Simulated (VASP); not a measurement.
# CaCoC4N4 (P-43m) in VASP: a series of runs

CaCoC4N4 is run at these levels: PBE; tasks: single point.

All numbers are computed with VASP 6.6.1; they aren't measurements. Logs are shortened: lines on timing, memory, paths and dates and some standing lists are left out, and cuts for length are marked.

**1. The cell of the first run**

It takes space group P-43m (No. 215, cubic). Conventional cell: a = 6.101 Å, b = 6.101 Å, c = 6.101 Å, α = 90.00°, β = 90.00°, γ = 90.00°. Ca (site symmetry -43m) has 4 C at 2.11 Å within 2.8 Å. Co (site symmetry -43m) has 4 N at 2.01 Å within 2.7 Å. C (site symmetry 3m) has 1 N at 1.17 Å within 1.6 Å. Within 1.6 Å of N (site symmetry 3m) lie 1 C at 1.17 Å.

**2. Single point, PBE, collinear spin, ferromagnetic start**

INCAR

```
PREC = Accurate
ENCUT = 520
EDIFF = 1E-6
ISMEAR = 0
SIGMA = 0.1
LREAL = F
LASPH = T
NELM = 150
ALGO = Normal
ISIF = 2
LWAVE = F
LCHARG = T
ISPIN = 2
MAGMOM = 0 3 0 0 0 0 0 0 0 0
LORBIT = 11
LMAXMIX = 4
GGA = PE
LELF = T
LVHAR = T
NBANDS = 42
```

KPOINTS

```
Automatic mesh
0
Gamma
  4 4 4
```

POSCAR

```
CaCoC4N4
1.0
    6.1008602900      0.0000000000      0.0000000000
    0.0000000000      6.1008602900      0.0000000000
    0.0000000000      0.0000000000      6.1008602900
Ca Co C N
1 1 4 4
Direct
    0.0000000000      0.0000000000      0.0000000000
    0.5000000000      0.5000000000      0.5000000000
    0.1992997100      0.1992997100      0.1992997100
    0.1992997100      0.8007002900      0.8007002900
    0.8007002900      0.1992997100      0.8007002900
    0.8007002900      0.8007002900      0.1992997100
    0.3100217700      0.3100217700      0.3100217700
    0.3100217700      0.6899782300      0.6899782300
    0.6899782300      0.3100217700      0.6899782300
    0.6899782300      0.6899782300      0.3100217700
```

Potentials or basis: VASP PAW PBE potentials, release 64 (Ca_sv, Co, C, N).

Launch:

```
$ cat potpaw_PBE.64/Ca_sv/POTCAR potpaw_PBE.64/Co/POTCAR potpaw_PBE.64/C/POTCAR potpaw_PBE.64/N/POTCAR > POTCAR
$ mpirun -np 1 vasp_std > vasp.out
```

OUTCAR:

```text
PREC = Accurate
   ENCUT = 520
   EDIFF = 1E-6
   ISMEAR = 0
   LREAL = F
   LASPH = T
   NELM = 150
   ISIF = 2
   ISPIN = 2
   LORBIT = 11
   GGA = PE

 ion  position               nearest neighbor table
   1  0.000  0.000  0.000-   3 2.11   4 2.11   5 2.11   6 2.11
   2  0.500  0.500  0.500-   7 2.01   8 2.01   9 2.01  10 2.01
   3  0.199  0.199  0.199-   7 1.17   1 2.11
   4  0.199  0.801  0.801-   8 1.17   1 2.11
   5  0.801  0.199  0.801-   9 1.17   1 2.11
   6  0.801  0.801  0.199-  10 1.17   1 2.11
   7  0.310  0.310  0.310-   3 1.17   2 2.01
   8  0.310  0.690  0.690-   4 1.17   2 2.01
   9  0.690  0.310  0.690-   5 1.17   2 2.01
  10  0.690  0.690  0.310-   6 1.17   2 2.01

  LATTYP: Found a simple cubic cell.
 ALAT       =     6.1008602900

  Lattice vectors:

 A1 = (   6.1008602900,   0.0000000000,   0.0000000000)
 A2 = (   0.0000000000,   6.1008602900,   0.0000000000)
 A3 = (   0.0000000000,   0.0000000000,   6.1008602900)

Analysis of symmetry for initial positions (statically):
=====================================================================
 Subroutine PRICEL returns:
 Original cell was already a primitive cell.

 Routine SETGRP: Setting up the symmetry group for a
 simple cubic supercell.

 Subroutine GETGRP returns: Found 24 space group operations
 (whereof 24 operations were pure point group operations)
 out of a pool of 48 trial point group operations.

The static configuration has the point symmetry T_d .

Analysis of symmetry for dynamics (positions and initial velocities):
=====================================================================
 Subroutine PRICEL returns:
 Original cell was already a primitive cell.

 Routine SETGRP: Setting up the symmetry group for a
 simple cubic supercell.

 Subroutine GETGRP returns: Found 24 space group operations
 (whereof 24 operations were pure point group operations)
 out of a pool of 48 trial point group operations.

The dynamic configuration has the point symmetry T_d .

Analysis of structural, dynamic, and magnetic symmetry:
=====================================================================
 Subroutine PRICEL returns:
 Original cell was already a primitive cell.

 Routine SETGRP: Setting up the symmetry group for a
 simple cubic supercell.

 Subroutine GETGRP returns: Found 24 space group operations
 (whereof 24 operations were pure point group operations)
 out of a pool of 48 trial point group operations.

The overall configuration has the point symmetry T_d .

 Subroutine INISYM returns: Found 24 space group operations
 (whereof 24 operations are pure point group operations),
 and found     1 'primitive' translations

----------------------------------------------------------------------------------------

                                     Primitive cell

  volume of cell :     227.0770

  direct lattice vectors                    reciprocal lattice vectors
     6.100860290  0.000000000  0.000000000     0.163911310  0.000000000  0.000000000
     0.000000000  6.100860290  0.000000000     0.000000000  0.163911310  0.000000000
     0.000000000  0.000000000  6.100860290     0.000000000  0.000000000  0.163911310

  length of vectors
     6.100860290  6.100860290  6.100860290     0.163911310  0.163911310  0.163911310

  position of ions in fractional coordinates (direct lattice)
     0.000000000  0.000000000  0.000000000
     0.500000000  0.500000000  0.500000000
     0.199299710  0.199299710  0.199299710
     0.199299710  0.800700290  0.800700290
     0.800700290  0.199299710  0.800700290
     0.800700290  0.800700290  0.199299710
     0.310021770  0.310021770  0.310021770
     0.310021770  0.689978230  0.689978230
     0.689978230  0.310021770  0.689978230
     0.689978230  0.689978230  0.310021770

  ion indices of the primitive-cell ions
   primitive index   ion index
                 1           1
                 2           2
                 3           3
                 4           4
                 5           5
                 6           6
                 7           7
                 8           8
                 9           9
                10          10

----------------------------------------------------------------------------------------

 KPOINTS: Automatic mesh

Automatic generation of k-mesh.
 Grid dimensions read from file:
 generate k-points for:    4    4    4

 Generating k-lattice:

  Cartesian coordinates                     Fractional coordinates (reciprocal lattice)
     0.040977827  0.000000000  0.000000000     0.250000000  0.000000000  0.000000000
     0.000000000  0.040977827  0.000000000     0.000000000  0.250000000  0.000000000
     0.000000000  0.000000000  0.040977827     0.000000000  0.000000000  0.250000000

  Length of vectors
     0.040977827  0.040977827  0.040977827

  Shift w.r.t. Gamma in fractional coordinates (k-lattice)
     0.000000000  0.000000000  0.000000000

 Subroutine IBZKPT returns following result:
 ===========================================

 Found     10 irreducible k-points:

 Following reciprocal coordinates:
            Coordinates               Weight
  0.000000  0.000000  0.000000      1.000000
  0.250000  0.000000  0.000000      6.000000
  0.500000  0.000000  0.000000      3.000000
  0.250000  0.250000  0.000000     12.000000
  0.500000  0.250000  0.000000     12.000000
  0.500000  0.500000  0.000000      3.000000
  0.250000  0.250000  0.250000      8.000000
  0.500000  0.250000  0.250000     12.000000
  0.500000  0.500000  0.250000      6.000000
  0.500000  0.500000  0.500000      1.000000
   k-points           NKPTS =     10   k-points in BZ     NKDIM =     10   number of bands    NBANDS=     42
   number of dos      NEDOS =    301   number of ions     NIONS =     10
   total plane-waves  NPLWV = 110592
   dimension x,y,z NGX =    48 NGY =   48 NGZ =   48
   dimension x,y,z NGXF=    96 NGYF=   96 NGZF=   96
   ions per type =               1   1   4   4
   NGX,Y,Z   is equivalent  to a cutoff of  13.08, 13.08, 13.08 a.u.
   NGXF,Y,Z  is equivalent  to a cutoff of  26.16, 26.16, 26.16 a.u.
 SYSTEM =  unknown system
   PREC   = accura    normal or accurate (medium, high low for compatibility)
   ISTART =      0    job   : 0-new  1-cont  2-samecut
   ICHARG =      2    charge: 1-file 2-atom 10-const
   ISPIN  =      2    spin polarized calculation?
   LNONCOLLINEAR =      F non collinear calculations
   LSORBIT =      F    spin-orbit coupling
   LASPH  =      T    aspherical Exc in radial PAW
   ENCUT  =  520.0 eV  38.22 Ry    6.18 a.u.  11.34 11.34 11.34*2*pi/ulx,y,z
   NELM   =    150;   NELMIN=  2; NELMDL= -5     # of ELM steps
   EDIFF  = 0.1E-05   stopping-criterion for ELM
   LREAL  =      F    real-space projection
   EDIFFG = 0.1E-04   stopping-criterion for IOM
   NSW    =      0    number of steps for IOM
   IBRION =     -1    ionic relax: 0-MD 1-quasi-New 2-CG
   NFREE  =      0    steps in history (QN), initial steepest desc. (CG)
   ISIF   =      2    stress and relaxation
   ISYM   =      2    0-nonsym 1-usesym 2-fastsym
   POTIM  = 0.5000    time-step for ionic-motion
   TEBEG  =    0.0;   TEEND  =   0.0 temperature during run
   PSTRESS=    0.0 pullay stress
   NELECT =      55.0000    total number of electrons
   NUPDOWN=      -1.0000    fix difference up-down
   EMIN   =  10.00;   EMAX   =-10.00  energy-range for DOS
   EFERMI =   0.00;   METHOD = LEGACY
   ISMEAR =     0;   SIGMA  =   0.10  broadening in eV -4-tet -1-fermi 0-gaus
   EFERMI_NEDOS =   21; number of points for ismear=-14 and -15
   IALGO  =     38    algorithm
   IMIX   =      4    mixing-type and parameters
     AMIX     =   0.40;   BMIX     =  1.00
     AMIX_MAG =   1.60;   BMIX_MAG =  1.00
  volume/ion in A,a.u.               =      22.71       153.24
  Fermi-wavevector in a.u.,A,eV,Ry     =   1.020480  1.928428 14.168837  1.041380
  Thomas-Fermi vector in A             =   2.154052
   LORBIT       =     11    0 simple, 1 ext, 2 COOP (PROOUT), +10 PAW based schemes
   GGA     = PE    functional components
   LHFCALC =     F    Hartree Fock is set to
   AEXX    =    0.0000 exact exchange contribution
   IVDW    =     0    specifies the selected vdW correction
   LEPSILON=     F    determine dielectric tensor
   LRPA    =     F    only Hartree local field effects (RPA)
 spin polarized calculation
 Gauss-broadening in eV      SIGMA  =   0.10
  energy-cutoff  :      520.00
  volume of cell :      227.08
 maximum number of plane-waves:      6152
 NGX is ok and might be reduce to    48
   NGX = 23   NGY = 23   NGZ = 23

 number of electron      55.0000008 magnetization       2.9999784

 Free energy of the ion-electron system (eV)
  ---------------------------------------------------
  ext. energy  EPLUGINS =         0.00000000
  ---------------------------------------------------
  free energy    TOTEN  =       -74.37076166 eV

  energy without entropy =      -74.37076166  energy(sigma->0) =      -74.37076166

 E-fermi :  -1.6107     XC(G=0):  -6.7268

 val. band max:       -2.1141266972   @ k =   0.5000   0.5000   0.0000
 cond. band min:      -0.6473795476   @ k =   0.5000   0.5000   0.0000
 fundamental gap:      1.4667471496
 Fermi energy:        -1.6106754899

 spin component 1

 k-point     1 :       0.0000    0.0000    0.0000
  band No.  band energies     occupation
      1     -38.9867      1.00000
      2     -20.3836      1.00000
      3     -20.3836      1.00000
      4     -20.3836      1.00000
      5     -18.7669      1.00000
      6     -18.6362      1.00000
[... 31 lines left out ...]
     38       4.1580      0.00000
     39       6.6002      0.00000
[... 376 lines left out ...]
     38       5.6740      0.00000
     39       5.7599      0.00000
 Fermi energy:        -1.6106754899

 spin component 2

 k-point     1 :       0.0000    0.0000    0.0000
  band No.  band energies     occupation
      1     -38.9820      1.00000
      2     -20.3769      1.00000
      3     -20.3769      1.00000
      4     -20.3769      1.00000
      5     -18.6930      1.00000
      6     -18.5638      1.00000
[... 31 lines left out ...]
     38       4.2156      0.00000
     39       7.1054      0.00000
[... 376 lines left out ...]
     38       5.9377      0.00000
     39       5.9377      0.00000
 [bands above 39 left out]

------------------------ aborting loop because EDIFF is reached ----------------------------------------

  FORCE on cell =-STRESS in cart. coord.  units (eV):
  Direction    XX          YY          ZZ          XY          YZ          ZX
  --------------------------------------------------------------------------------------
  -------------------------------------------------------------------------------------
  Total       10.4483823     10.4483823     10.4483823      0.0000000     -0.0000000      0.0000000
  in kB       73.7201820     73.7201820     73.7201820      0.0000000     -0.0000000      0.0000000
  external PRESSURE =      73.7201820 kB  Pullay stress =       0.0000000 kB

 VOLUME and BASIS-vectors are now :
 -----------------------------------------------------------------------------
  energy-cutoff  :      520.00
  volume of cell :      227.08
      direct lattice vectors                 reciprocal lattice vectors
     6.100860290  0.000000000  0.000000000     0.163911310  0.000000000  0.000000000
     0.000000000  6.100860290  0.000000000     0.000000000  0.163911310  0.000000000
     0.000000000  0.000000000  6.100860290     0.000000000  0.000000000  0.163911310

 POSITION                                       TOTAL-FORCE (eV/Angst)
 -----------------------------------------------------------------------------------
      0.00000      0.00000      0.00000        -0.000000      0.000000     -0.000000
      3.05043      3.05043      3.05043        -0.000000      0.000000     -0.000000
      1.21590      1.21590      1.21590         2.204614      2.204614      2.204614
      1.21590      4.88496      4.88496         2.204614     -2.204614     -2.204614
      4.88496      1.21590      4.88496        -2.204614      2.204614     -2.204614
      4.88496      4.88496      1.21590        -2.204614     -2.204614      2.204614
      1.89140      1.89140      1.89140         0.751587      0.751587      0.751587
      1.89140      4.20946      4.20946         0.751587     -0.751587     -0.751587
      4.20946      1.89140      4.20946        -0.751587      0.751587     -0.751587
      4.20946      4.20946      1.89140        -0.751587     -0.751587      0.751587
 -----------------------------------------------------------------------------------
    total drift:                               -0.000000     -0.000000     -0.000000

  FREE ENERGIE OF THE ION-ELECTRON SYSTEM (eV)
  ---------------------------------------------------
  free  energy   TOTEN  =       -74.3707616591 eV

  energy  without entropy=      -74.3707616591  energy(sigma->0) =      -74.37076166

 total charge

# of ion       s       p       d       tot
------------------------------------------
    1        2.104   5.937   0.506   8.546
    2        0.340   0.430   7.033   7.803
    3        1.003   1.626   0.000   2.628
    4        1.003   1.626   0.000   2.628
    5        1.003   1.626   0.000   2.628
    6        1.003   1.626   0.000   2.628
    7        1.305   2.580   0.000   3.885
    8        1.305   2.580   0.000   3.885
    9        1.305   2.580   0.000   3.885
   10        1.305   2.580   0.000   3.885
--------------------------------------------------
tot         11.675  23.192   7.539  42.405

 magnetization (x)

# of ion       s       p       d       tot
------------------------------------------
    1        0.001   0.001   0.004   0.006
    2        0.011   0.060   2.474   2.545
    3        0.001   0.024   0.000   0.025
    4        0.001   0.024   0.000   0.025
    5        0.001   0.024   0.000   0.025
    6        0.001   0.024   0.000   0.025
    7        0.008   0.030   0.000   0.038
    8        0.008   0.030   0.000   0.038
    9        0.008   0.030   0.000   0.038
   10        0.008   0.030   0.000   0.038
--------------------------------------------------
tot          0.052   0.275   2.478   2.805
```

Run time: 3.7 min. Hardware: 1 thread of Intel Xeon 6975P-C (Granite Rapids), shared host; peak memory 0.5 GiB.

What came out:

* Free energy: -74.3708 eV
* Pressure: 7.4 GPa
* Largest force: 3.819 eV/Å
* Band gap on the k mesh: 1.47 eV
* Net moment: 3.00 μB per cell
* Site moments: Ca +0.01; Co +2.54; C +0.03; N +0.04 μB
* Valence electrons inside the program's atomic spheres: Ca 8.55; Co 7.80; C 2.63; N 3.88

Forces in eV/Å, atoms in the order of the input:
```
Ca   0.000  0.000  0.000
Co   0.000  0.000  0.000
C    2.205  2.205  2.205
C    2.205 -2.205 -2.205
C   -2.205  2.205 -2.205
C   -2.205 -2.205  2.205
N    0.752  0.752  0.752
N    0.752 -0.752 -0.752
N   -0.752  0.752 -0.752
N   -0.752 -0.752  0.752
```

Levels at points of the mesh, in eV from the valence-band top:
Spin up:
```
           k point  band 26  band 27  band 28  band 29  band 30  band 31  band 32  band 33
(0.00, 0.00, 0.00)    -1.37    -0.94    -0.94    -0.94     4.02     4.02     4.02     4.10
(0.50, 0.00, 0.00)    -1.25    -1.14    -0.98    -0.98     3.98     4.17     4.28     4.42
(0.50, 0.50, 0.00)    -1.19    -1.18    -0.98    -0.98     3.91     4.31     4.50     4.50
(0.50, 0.50, 0.50)    -1.27    -0.99    -0.99    -0.99     4.20     4.20     4.37     4.37
```
Spin down:
```tsv
k point	band 22	band 23	band 24	band 25	band 26	band 27	band 28	band 29	band 30	band 31
(0.00, 0.00, 0.00)	-1.88	-1.88	-1.88	-0.12	-0.12	1.50	1.50	1.50	4.21	4.21
(0.50, 0.00, 0.00)	-2.07	-1.87	-1.87	-0.08	-0.02	1.48	1.53	1.53	4.19	4.20
(0.50, 0.50, 0.00)	-1.99	-1.94	-1.94	-0.06	0.00	1.47	1.57	1.57	4.13	4.35
(0.50, 0.50, 0.50)	-1.95	-1.95	-1.95	-0.07	-0.07	1.55	1.55	1.55	4.30	4.30
```

Caveat: the cell stands under pressure; a cell with one magnetic atom can't hold antiferromagnetic order, which such compounds often take; forces of over 1 eV/Å act on the atoms, so gaps and moduli don't describe the material at rest. A k mesh can miss the band edges.

**3. Single point, PBE, collinear spin, ferromagnetic start**

This run uses another cell than the first one, of 26.91 Å³/atom.

INCAR

```
PREC     = Accurate       # precision mode
ENCUT    = 520            # plane-wave cutoff, eV
EDIFF    = 1E-6           # SCF threshold, eV
ISMEAR   = 0              # smearing method
SIGMA    = 0.1            # smearing width, eV
LREAL    = F              # projectors in reciprocal space
LASPH    = T              # aspherical terms in the spheres
NELM     = 150            # most SCF steps
ALGO     = Normal         # electronic algorithm
ISIF     = 2              # what is computed and relaxed
LWAVE    = F              # write WAVECAR
LCHARG   = F              # write CHGCAR
ISPIN    = 2              # spin polarisation
MAGMOM   = 0 3 0 0 0 0 0 0 0 0 # initial moments
LORBIT   = 11             # projections on sites
LMAXMIX  = 4              # l up to which the mixer works
GGA      = PE             # functional
NBANDS   = 42             # bands
```

KPOINTS is that of step 2.

POSCAR

```
CaCoC4N4
1.0
    6.4557815375      0.0000000000      0.0000000000
    0.0000000000      6.4557815375      0.0000000000
    0.0000000000      0.0000000000      6.4557815375
Ca Co C N
1 1 4 4
Direct
    0.0000000000      0.0000000000      0.0000000000
    0.5000000000      0.5000000000      0.5000000000
    0.2236906384      0.2236906384      0.2236906384
    0.2236906384      0.7763093616      0.7763093616
    0.7763093616      0.2236906384      0.7763093616
    0.7763093616      0.7763093616      0.2236906384
    0.3283435391      0.3283435391      0.3283435391
    0.3283435391      0.6716564609      0.6716564609
    0.6716564609      0.3283435391      0.6716564609
    0.6716564609      0.6716564609      0.3283435391
```

Potentials or basis: VASP PAW PBE potentials, release 64 (Ca_sv, Co, C, N).

Launch:

```
$ cat potpaw_PBE.64/Ca_sv/POTCAR potpaw_PBE.64/Co/POTCAR potpaw_PBE.64/C/POTCAR potpaw_PBE.64/N/POTCAR > POTCAR
$ mpirun -np 1 vasp_std > vasp.out
```

It took 2.4 min on 1 thread of Intel Xeon 6975P-C (Granite Rapids), shared host; peak memory 0.5 GiB.

Results (log left out):

```
Free energy                                           : -77.2682 eV
Pressure                                              : 0.3 GPa
Largest force                                         : 0.373 eV/Å
Band gap on the k mesh                                : 1.53 eV
Net moment                                            : 3.00 μB per cell
Site moments                                          : Ca +0.00; Co +2.47; C +0.03; N +0.04 μB
Valence electrons inside the program's atomic spheres : Ca 8.09; Co 8.05; C 2.57; N 3.90
```

Forces in eV/Å, atoms in the order of the input:
```
Ca   0.000  0.000  0.000
Co   0.000  0.000  0.000
C   -0.200 -0.200 -0.200
C   -0.200  0.200  0.200
C    0.200 -0.200  0.200
C    0.200  0.200 -0.200
N    0.216  0.216  0.216
N    0.216 -0.216 -0.216
N   -0.216  0.216 -0.216
N   -0.216 -0.216  0.216
```

Levels at points of the mesh, in eV from the valence-band top:
Spin up:
```csv
k point,band 26,band 27,band 28,band 29,band 30,band 31,band 32,band 33
"(0.00, 0.00, 0.00)",-1.27,-0.86,-0.86,-0.86,3.95,3.95,4.01,4.01
"(0.50, 0.00, 0.00)",-1.21,-0.93,-0.86,-0.86,3.95,3.96,4.06,4.29
"(0.50, 0.50, 0.00)",-1.16,-0.97,-0.86,-0.86,3.84,4.21,4.21,4.24
"(0.50, 0.50, 0.50)",-1.18,-0.91,-0.91,-0.91,4.13,4.13,4.13,4.18
```
Spin down:
| k point | band 23 | band 24 | band 25 | band 26 | band 27 | band 28 | band 29 | band 30 |
| --- | --- | --- | --- | --- | --- | --- | --- | --- |
| (0.00, 0.00, 0.00) | -2.42 | -2.42 | -0.09 | -0.09 | 1.56 | 1.56 | 1.56 | 4.05 |
| (0.50, 0.00, 0.00) | -2.41 | -2.41 | -0.06 | -0.03 | 1.56 | 1.60 | 1.60 | 3.99 |
| (0.50, 0.50, 0.00) | -2.46 | -2.46 | -0.04 | 0.00 | 1.53 | 1.63 | 1.63 | 4.07 |
| (0.50, 0.50, 0.50) | -2.47 | -2.47 | -0.03 | -0.03 | 1.58 | 1.58 | 1.58 | 4.27 |

Caveat: a cell with one magnetic atom can't hold antiferromagnetic order, which such compounds often take. A k mesh can miss the band edges.
